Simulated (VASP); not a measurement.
# KBr (P1) in VASP: further runs

KBr is run at these levels: PBEsol; tasks: single point.

Program: VASP 6.6.1. These are calculated values, not measurements. Logs are shortened: lines on timing, memory, paths and dates and some standing lists are left out, and cuts for length are marked.

### 1 The cell of the first run

The typed cell holds 2 atoms: a = 4.667 Å, b = 4.667 Å, c = 4.667 Å, α = 60.00°, β = 60.00°, γ = 60.00°.

### 2 Single point, PBEsol

Input file INCAR:

```
PREC = Accurate
ENCUT = 500
EDIFF = 1E-6
ISMEAR = 1
SIGMA = 0.1
LREAL = False
LASPH = True
NELM = 120
ALGO = Normal
ISIF = 2
LWAVE = False
LCHARG = False
GGA = PS
NBANDS = 15
GGA_COMPAT = False
```

Input file KPOINTS:

```
regular mesh
0
Gamma
  5 5 5
```

Input file POSCAR:

```
KBr
1.0
    0.0000000000      3.3000000000      3.3000000000
    3.3000000000      0.0000000000      3.3000000000
    3.3000000000      3.3000000000      0.0000000000
Br K
1 1
Direct
    0.4981360000      0.5049930000      0.5047960000
   -0.0032670000      0.0131940000     -0.0053410000
```

Potentials or basis: VASP PAW PBE potentials, release 64 (Br, K_sv).

On the command line:

```bash
cat potpaw_PBE.64/Br/POTCAR potpaw_PBE.64/K_sv/POTCAR > POTCAR
mpirun -np 1 vasp_std > vasp.out
```

OUTCAR:

```text
PREC = Accurate
   ENCUT = 500
   EDIFF = 1E-6
   ISMEAR = 1
   LREAL = False
   LASPH = True
   NELM = 120
   ISIF = 2
   GGA = PS

 ion  position               nearest neighbor table
   1  0.498  0.505  0.505-   2 3.26   2 3.28   2 3.29
   2  0.997  0.013  0.995-   1 3.26   1 3.28   1 3.29

  LATTYP: Found a face centered cubic cell.
 ALAT       =     6.6000000000

  Lattice vectors:

 A1 = (   0.0000000000,   3.3000000000,   3.3000000000)
 A2 = (   3.3000000000,   0.0000000000,   3.3000000000)
 A3 = (   3.3000000000,   3.3000000000,   0.0000000000)

Analysis of symmetry for initial positions (statically):
=====================================================================
 Subroutine PRICEL returns:
 Original cell was already a primitive cell.

 Routine SETGRP: Setting up the symmetry group for a
 face centered cubic supercell.

 Subroutine GETGRP returns: Found  1 space group operations
 (whereof  1 operations were pure point group operations)
 out of a pool of 48 trial point group operations.

The static configuration has the point symmetry C_1 .

Analysis of symmetry for dynamics (positions and initial velocities):
=====================================================================
 Subroutine PRICEL returns:
 Original cell was already a primitive cell.

 Routine SETGRP: Setting up the symmetry group for a
 face centered cubic supercell.

 Subroutine GETGRP returns: Found  1 space group operations
 (whereof  1 operations were pure point group operations)
 out of a pool of 48 trial point group operations.

The dynamic configuration has the point symmetry C_1 .

 Subroutine INISYM returns: Found  1 space group operations
 (whereof  1 operations are pure point group operations),
 and found     1 'primitive' translations

----------------------------------------------------------------------------------------

                                     Primitive cell

  volume of cell :      71.8740

  direct lattice vectors                    reciprocal lattice vectors
     0.000000000  3.300000000  3.300000000    -0.151515152  0.151515152  0.151515152
     3.300000000  0.000000000  3.300000000     0.151515152 -0.151515152  0.151515152
     3.300000000  3.300000000  0.000000000     0.151515152  0.151515152 -0.151515152

  length of vectors
     4.666904756  4.666904756  4.666904756     0.262431941  0.262431941  0.262431941

  position of ions in fractional coordinates (direct lattice)
     0.498136000  0.504993000  0.504796000
     0.996733000  0.013194000  0.994659000

  ion indices of the primitive-cell ions
   primitive index   ion index
                 1           1
                 2           2

----------------------------------------------------------------------------------------

 KPOINTS: regular mesh

Automatic generation of k-mesh.
 Grid dimensions read from file:
 generate k-points for:    5    5    5

 Generating k-lattice:

  Cartesian coordinates                     Fractional coordinates (reciprocal lattice)
    -0.030303030  0.030303030  0.030303030     0.200000000  0.000000000  0.000000000
     0.030303030 -0.030303030  0.030303030     0.000000000  0.200000000  0.000000000
     0.030303030  0.030303030 -0.030303030     0.000000000  0.000000000  0.200000000

  Length of vectors
     0.052486388  0.052486388  0.052486388

  Shift w.r.t. Gamma in fractional coordinates (k-lattice)
     0.000000000  0.000000000  0.000000000

 Subroutine IBZKPT returns following result:
 ===========================================

 Found     63 irreducible k-points:

 Following reciprocal coordinates:
            Coordinates               Weight
  0.000000  0.000000  0.000000      1.000000
  0.200000  0.000000  0.000000      2.000000
  0.000000  0.200000  0.000000      2.000000
  0.000000  0.000000  0.200000      2.000000
  0.200000  0.200000  0.200000      2.000000
  0.400000  0.000000  0.000000      2.000000
[... 16 lines left out ...]
  0.200000  0.400000  0.400000      2.000000
  0.400000  0.000000  0.200000      2.000000
 [... further k-points ...]
   k-points           NKPTS =     63   k-points in BZ     NKDIM =     63   number of bands    NBANDS=     15
   number of dos      NEDOS =    301   number of ions     NIONS =      2
   total plane-waves  NPLWV =  46656
   dimension x,y,z NGX =    36 NGY =   36 NGZ =   36
   dimension x,y,z NGXF=    72 NGYF=   72 NGZF=   72
   ions per type =               1   1
   NGX,Y,Z   is equivalent  to a cutoff of  12.82, 12.82, 12.82 a.u.
   NGXF,Y,Z  is equivalent  to a cutoff of  25.65, 25.65, 25.65 a.u.
 SYSTEM =  unknown system
   PREC   = accura    normal or accurate (medium, high low for compatibility)
   ISTART =      0    job   : 0-new  1-cont  2-samecut
   ICHARG =      2    charge: 1-file 2-atom 10-const
   ISPIN  =      1    spin polarized calculation?
   LNONCOLLINEAR =      F non collinear calculations
   LSORBIT =      F    spin-orbit coupling
   LASPH  =      T    aspherical Exc in radial PAW
   ENCUT  =  500.0 eV  36.75 Ry    6.06 a.u.   8.51  8.51  8.51*2*pi/ulx,y,z
   NELM   =    120;   NELMIN=  2; NELMDL= -5     # of ELM steps
   EDIFF  = 0.1E-05   stopping-criterion for ELM
   LREAL  =      F    real-space projection
   EDIFFG = 0.1E-04   stopping-criterion for IOM
   NSW    =      0    number of steps for IOM
   IBRION =     -1    ionic relax: 0-MD 1-quasi-New 2-CG
   NFREE  =      0    steps in history (QN), initial steepest desc. (CG)
   ISIF   =      2    stress and relaxation
   ISYM   =      2    0-nonsym 1-usesym 2-fastsym
   POTIM  = 0.5000    time-step for ionic-motion
   TEBEG  =    0.0;   TEEND  =   0.0 temperature during run
   PSTRESS=    0.0 pullay stress
   NELECT =      16.0000    total number of electrons
   NUPDOWN=      -1.0000    fix difference up-down
   EMIN   =  10.00;   EMAX   =-10.00  energy-range for DOS
   EFERMI =   0.00;   METHOD = LEGACY
   ISMEAR =     1;   SIGMA  =   0.10  broadening in eV -4-tet -1-fermi 0-gaus
   EFERMI_NEDOS =   21; number of points for ismear=-14 and -15
   IALGO  =     38    algorithm
   IMIX   =      4    mixing-type and parameters
     AMIX     =   0.40;   BMIX     =  1.00
     AMIX_MAG =   1.60;   BMIX_MAG =  1.00
  volume/ion in A,a.u.               =      35.94       242.51
  Fermi-wavevector in a.u.,A,eV,Ry     =   0.992181  1.874950 13.393889  0.984423
  Thomas-Fermi vector in A             =   2.123975
   LORBIT       =      0    0 simple, 1 ext, 2 COOP (PROOUT), +10 PAW based schemes
   GGA     = PS    functional components
   LHFCALC =     F    Hartree Fock is set to
   AEXX    =    0.0000 exact exchange contribution
   IVDW    =     0    specifies the selected vdW correction
   LEPSILON=     F    determine dielectric tensor
   LRPA    =     F    only Hartree local field effects (RPA)
 non-spin polarized calculation
 Methfessel and Paxton  Order N= 1 SIGMA  =   0.10
  energy-cutoff  :      500.00
  volume of cell :       71.87
 maximum number of plane-waves:      1849
 NGX is ok and might be reduce to    36
   NGX = 17   NGY = 17   NGZ = 17

 number of electron      16.0000001 magnetization

 Free energy of the ion-electron system (eV)
  ---------------------------------------------------
  ext. energy  EPLUGINS =         0.00000000
  ---------------------------------------------------
  free energy    TOTEN  =        -6.45731216 eV

  energy without entropy =       -6.45907287  energy(sigma->0) =       -6.45789906

 E-fermi :  -1.7956     XC(G=0):  -7.5452

 val. band max:       -1.8274488867   @ k =   0.0000   0.0000   0.0000
 cond. band min:       2.4521311546   @ k =   0.0000   0.0000   0.0000
 fundamental gap:      4.2795800413
 Fermi energy:        -1.7956454147

 k-point     1 :       0.0000    0.0000    0.0000
  band No.  band energies     occupation
      1     -29.4382      2.00000
      2     -14.1339      2.00000
      3     -12.9808      2.00000
      4     -12.9806      2.00000
      5     -12.9802      2.00000
      6      -1.8277      1.51307
      7      -1.8276      1.51113
      8      -1.8274      1.50929
      9       2.4521      0.00000
     10       5.7023      0.00000
     11       5.7040      0.00000
     12       5.7057      0.00000
     13       6.5420      0.00000
     14       6.5442      0.00000
     15       9.5615      0.00000

 k-point     2 :       0.2000    0.0000    0.0000
  band No.  band energies     occupation
      1     -29.4361      2.00000
      2     -14.1957      2.00000
      3     -12.9829      2.00000
      4     -12.9827      2.00000
      5     -12.8941      2.00000
      6      -2.3311      2.00000
      7      -1.9514      2.05003
      8      -1.9510      2.05045
      9       3.3538      0.00000
     10       5.5262      0.00000
     11       6.1654      0.00000
     12       6.1672      0.00000
     13       7.0552      0.00000
     14       7.0595      0.00000
     15      10.6676      0.00000

 k-point     3 :       0.0000    0.2000    0.0000
  band No.  band energies     occupation
      1     -29.4361      2.00000
      2     -14.1956      2.00000
      3     -12.9829      2.00000
      4     -12.9827      2.00000
      5     -12.8943      2.00000
      6      -2.3310      2.00000
      7      -1.9517      2.04982
      8      -1.9513      2.05019
      9       3.3538      0.00000
     10       5.5288      0.00000
     11       6.1657      0.00000
     12       6.1676      0.00000
     13       7.0547      0.00000
     14       7.0566      0.00000
     15      10.6647      0.00000
[... 343 lines left out ...]
 k-point    23 :       0.2000    0.4000    0.4000
  band No.  band energies     occupation
      1     -29.4327      2.00000
      2     -14.2010      2.00000
      3     -13.0023      2.00000
      4     -12.9998      2.00000
      5     -12.8630      2.00000
      6      -2.7288      2.00000
      7      -2.1715      2.00000
      8      -2.0874      2.00029
      9       4.5449      0.00000
     10       5.0428      0.00000
     11       7.4120      0.00000
     12       7.4938      0.00000
     13       7.6840      0.00000
     14       7.8721      0.00000
     15       9.2076      0.00000

 k-point    24 :       0.4000    0.0000    0.2000
  band No.  band energies     occupation
      1     -29.4327      2.00000
      2     -14.2013      2.00000
      3     -13.0023      2.00000
      4     -12.9996      2.00000
      5     -12.8629      2.00000
      6      -2.7286      2.00000
      7      -2.1709      2.00000
      8      -2.0877      2.00029
      9       4.5446      0.00000
     10       5.0430      0.00000
     11       7.4211      0.00000
     12       7.4490      0.00000
     13       7.7239      0.00000
     14       7.8663      0.00000
     15       9.2186      0.00000

 [... further k-points ...]

------------------------ aborting loop because EDIFF is reached ----------------------------------------

  FORCE on cell =-STRESS in cart. coord.  units (eV):
  Direction    XX          YY          ZZ          XY          YZ          ZX
  --------------------------------------------------------------------------------------
  -------------------------------------------------------------------------------------
  Total       -0.1308901     -0.1183432     -0.1267888     -0.0004741      0.0016773      0.0002484
  in kB       -2.9177336     -2.6380446     -2.8263102     -0.0105674      0.0373903      0.0055374
  external PRESSURE =      -2.7940295 kB  Pullay stress =       0.0000000 kB

 VOLUME and BASIS-vectors are now :
 -----------------------------------------------------------------------------
  energy-cutoff  :      500.00
  volume of cell :       71.87
      direct lattice vectors                 reciprocal lattice vectors
     0.000000000  3.300000000  3.300000000    -0.151515152  0.151515152  0.151515152
     3.300000000  0.000000000  3.300000000     0.151515152 -0.151515152  0.151515152
     3.300000000  3.300000000  0.000000000     0.151515152  0.151515152 -0.151515152

 POSITION                                       TOTAL-FORCE (eV/Angst)
 -----------------------------------------------------------------------------------
      3.33230      3.30968      3.31033        -0.006979     -0.042022      0.024635
      3.32591      6.57159      3.33276         0.006979      0.042022     -0.024635
 -----------------------------------------------------------------------------------
    total drift:                                0.000046      0.000010     -0.000010

  FREE ENERGIE OF THE ION-ELECTRON SYSTEM (eV)
  ---------------------------------------------------
  free  energy   TOTEN  =        -6.4573121570 eV

  energy  without entropy=       -6.4590728733  energy(sigma->0) =       -6.45789906
```

Run time: 1.8 min. Hardware: 1 thread of AMD EPYC 7R43 (Zen 3), shared host; peak memory 0.2 GiB.

Results:

```yaml
Free_energy: -6.4573 eV
Pressure: -0.3 GPa
Largest_force: 0.049 eV/Å
Band_gap_on_the_k_mesh: 4.28 eV
```

Forces in eV/Å, atoms in the order of the input:
```
Br  -0.007 -0.042  0.025
K    0.007  0.042 -0.025
```

Levels at points of the mesh, in eV from the valence-band top:
| k point | band 5 | band 6 | band 7 | band 8 | band 9 | band 10 | band 11 | band 12 |
| --- | --- | --- | --- | --- | --- | --- | --- | --- |
| (0.00, 0.00, 0.00) | -11.15 | 0.00 | 0.00 | 0.00 | 4.28 | 7.53 | 7.53 | 7.53 |

Caveat: the PAW data sets were made with another functional, which shifts forces and pressure a little.

### 3 Single point, PBEsol

Input file INCAR:

```
SYSTEM = KBr
PREC = Accurate
ENCUT = 500
EDIFF = 1E-6
ISMEAR = 1
SIGMA = 0.1
LREAL = .False.
LASPH = .True.
NELM = 120
ALGO = Normal
ISIF = 2
LWAVE = .False.
LCHARG = .False.
GGA = PS
NBANDS = 15
GGA_COMPAT = .False.
```

Input file KPOINTS:

```
Automatic mesh
0
Gamma
  5 5 5
  0 0 0
```

POSCAR is that of step 2.

Potentials or basis: VASP PAW PBE potentials, release 64 (Br, K_sv).

On the command line:

```bash
cat potpaw_PBE.64/Br/POTCAR potpaw_PBE.64/K_sv/POTCAR > POTCAR
mpirun -np 1 vasp_std > vasp.out
```

It took 99 s on 1 thread of AMD EPYC 7R43 (Zen 3), shared host; peak memory 0.2 GiB.

Results (log left out):

| Quantity | Value |
| --- | --- |
| Free energy | -6.4573 eV |
| Pressure | -0.3 GPa |
| Largest force | 0.049 eV/Å |
| Band gap on the k mesh | 4.28 eV |

Forces on the atoms (eV/Å):
```
Br  -0.007 -0.042  0.025
K    0.007  0.042 -0.025
```

Levels at points of the mesh, in eV from the valence-band top:
```
           k point  band 5  band 6  band 7  band 8  band 9  band 10  band 11  band 12
(0.00, 0.00, 0.00)  -11.15    0.00    0.00    0.00    4.28     7.53     7.53     7.53
```

Caveat: the PAW data sets were made with another functional, which shifts forces and pressure a little.
